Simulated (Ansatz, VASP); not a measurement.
**ZrB in VASP and in Ansatz**

```xyz
6
Lattice="4.4753 0.0000 0.0000 -2.2377 3.8758 0.0000 0.0000 0.0000 3.7040" Properties=species:S:1:pos:R:3 pbc="T T T"
Zr    0.0000    0.0000    0.0000
Zr    0.0000    2.5838    1.8520
Zr    2.2377    1.2919    1.8520
B     2.2377    0.0000    0.0000
B     1.1188    1.9379    0.0000
B    -1.1188    1.9379    0.0000
```

Change from the starting cell: species swapped into the TlPt type (P6/mmm, No. 191).

Alike in both runs: task relaxation of cell and atoms; functional PBE; k mesh 6 × 6 × 6; occupations gaussian, width 0.1 eV; no spin polarisation.

|  | VASP | Ansatz |
| --- | --- | --- |
| version | VASP 6.6.1 | Ansatz 0.2.0 |
| potentials or method | VASP PAW PBE potentials, release 64 (Zr_sv, B), cutoff 600 eV | scalar-relativistic, plane waves, PAW |
| valence electrons in the cell | 45 | 45 |

|  | VASP | Ansatz | Ansatz less VASP |
| --- | --- | --- | --- |
| gap on the k mesh at the Fermi level, each at its own relaxed structure (eV) | none | none | - |
| relaxed volume (Å³/atom) | 14.90 | 14.87 | -0.025 |
| relaxed length of the cell vector where the two differ most in proportion (Å) | 5.214 | 5.207 | -0.0068 |

A gap of «none» marks a metal or a gap that the smearing closes.

Noted on VASP's run: the volume moved by over 15 % at a fixed basis, so the end points are rough.
